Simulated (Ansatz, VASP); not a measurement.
**One calculation of SiO2, two programs**

The input POSCAR:

```
SiO2
1.0
    3.5384755642      0.0000000000      0.0000000000
    0.0000000000      3.5384755642      0.0000000000
    0.0000000000      0.0000000000      2.3147622307
Si O
2 4
Direct
    0.0000000000      0.0000000000      0.0000000000
    0.5000000000      0.5000000000      0.5000000000
    0.2981708293      0.2981708293      0.0000000000
    0.7018291707      0.7018291707      0.0000000000
    0.7981708293      0.2018291707      0.5000000000
    0.2018291707      0.7981708293      0.5000000000
```

The input INCAR.step1:

```
SYSTEM = SiO2
ALGO = Normal ; EDIFF = 1E-4
ENCUT = 520 ; GGA = PE
ISMEAR = -1 ; LASPH = .TRUE.
LCHARG = .FALSE. ; LREAL = .FALSE.
LWAVE = .TRUE. ; NBANDS = 25
NELM = 80 ; PREC = Accurate
SIGMA = 0.08
```

File INCAR.step2:

```
SYSTEM = SiO2
ALGO = Normal ; EDIFF = 1E-6
ENCUT = 520 ; ISIF = 2
ISMEAR = -1 ; ISTART = 1
LASPH = .TRUE. ; LCHARG = .TRUE.
LELF = .TRUE. ; LMIXTAU = .TRUE.
LREAL = .FALSE. ; LVHAR = .TRUE.
LWAVE = .FALSE. ; METAGGA = R2SCAN
NBANDS = 25 ; NELM = 80
PREC = Accurate ; SIGMA = 0.08
```

The input KPOINTS:

```
k-points
0
G
  8 8 11
  0 0 0
```

Input for Ansatz:

```yaml
crystal:
  lattice:
    - [3.5384755642, 0.0, 0.0]
    - [0.0, 3.5384755642, 0.0]
    - [0.0, 0.0, 2.3147622307]
  atoms:
    - { symbol: Si, position: [0.0, 0.0, 0.0] }
    - { symbol: Si, position: [0.5, 0.5, 0.5] }
    - { symbol: O, position: [0.2981708293, 0.2981708293, 0.0] }
    - { symbol: O, position: [0.7018291707, 0.7018291707, 0.0] }
    - { symbol: O, position: [0.7981708293, 0.2018291707, 0.5] }
    - { symbol: O, position: [0.2018291707, 0.7981708293, 0.5] }
kpoints:
  mp_grid: { grid: [8, 8, 11] }
  band_path:
    path:
      - [0.0, 0.0, 0.0]
      - [0.0, 0.5, 0.0]
      - [0.5, 0.5, 0.0]
      - [0.0, 0.0, 0.0]
      - [0.0, 0.0, 0.5]
      - [0.0, 0.5, 0.5]
      - [0.5, 0.5, 0.5]
      - [0.0, 0.0, 0.5]
      - [0.0, 0.5, 0.0]
    npoints: 8
scf:
  occupations: { method: fermi_dirac, width: 0.08 }
hamiltonian:
  xc: r2scan
  pseudopotentials: { kind: paw }
output:
  forces: true
  stress: true
  eigenvalues: true
  populations: true
  dos: { projected: true, de: 0.2, e_range: [-14, 8] }
```

Change from the starting cell: volume scaled by 0.62, PAW files.

Alike in both runs: task single point; functional r2SCAN; k mesh 8 × 8 × 11; occupations fermi-dirac, width 0.08 eV; no spin polarisation.

|  | VASP | Ansatz |
| --- | --- | --- |
| version | VASP 6.6.1 | Ansatz 0.2.0 |
| potentials or method | VASP PAW PBE potentials, release 64 (Si, O) | PAW with Ansatz's default frozen-core files, scalar-relativistic |
| plane-wave cutoff (eV) | 520 | 500 |
| valence electrons in the cell | 32 | 32 |

Ansatz gave:

* gap on the k mesh at the Fermi level (eV): 8.23
* pressure (GPa): 404.0
* traceless stress, the component that is largest in VASP (GPa): -0.05
* rms of the force components (eV/Å): 0.000

Q: Which values does VASP return?

A: gap on the k mesh at the Fermi level (eV): 8.18; pressure (GPa): 407.2; traceless stress, the component that is largest in VASP (GPa): 1.75; rms of the force components (eV/Å): 0.035.

VASP's potentials were made for PBE, not for r2SCAN. Atom by atom the forces differ by 0.036 eV/Å (rms over components). Both programs put the cell under a high pressure, so it lies far from rest at this level.

Noted on VASP's run: the cell as given lies far from equilibrium.
